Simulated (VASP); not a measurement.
The system is Cl.

```
CELL_PARAMETERS angstrom
0.00000 2.23500 2.23500
2.23500 0.00000 2.23500
2.23500 2.23500 0.00000
ATOMIC_POSITIONS crystal
Cl 0.00000 0.00000 0.00000
```

```yaml
Program: VASP 6.6.1
Task: relaxation of cell and atoms
Functional: PBE
Potentials_or_basis: VASP PAW PBE potentials, release 64 (Cl)
Cutoff: 500 eV
k_mesh: 17 × 17 × 17
Occupations: fermi-dirac, width 0.02 eV
Spin: no spin polarisation
```

At the start: pressure -1.6 GPa; volume 22.33 Å³/atom.

Task: Where does the relaxation end?

Result: Over 3 steps the energy falls by 6.4 meV/atom and the volume is 21.13 Å³/atom (-5.4 %); space group Fm-3m (No. 225, to 0.1 Å) before and after.

Step by step:
```
step  energy change (eV)  largest force (eV/Å)  pressure (GPa)  volume (Å³)
   1              0.0000                0.0000           -1.56        22.33
   2             -0.0051                0.0000           -0.75        21.63
   3             -0.0064                0.0000           -0.05        21.13
```

Final structure:
```yaml
crystal:
  lattice:
    - [0.00000, 2.19419, 2.19419]
    - [2.19419, 0.00000, 2.19419]
    - [2.19419, 2.19419, 0.00000]
  atoms:
    - { symbol: Cl, position: [0.00000, 0.00000, 0.00000] }
```

Caveat: an odd number of electrons without spin polarisation forces a metal; a magnetic or distorted state may lie lower.
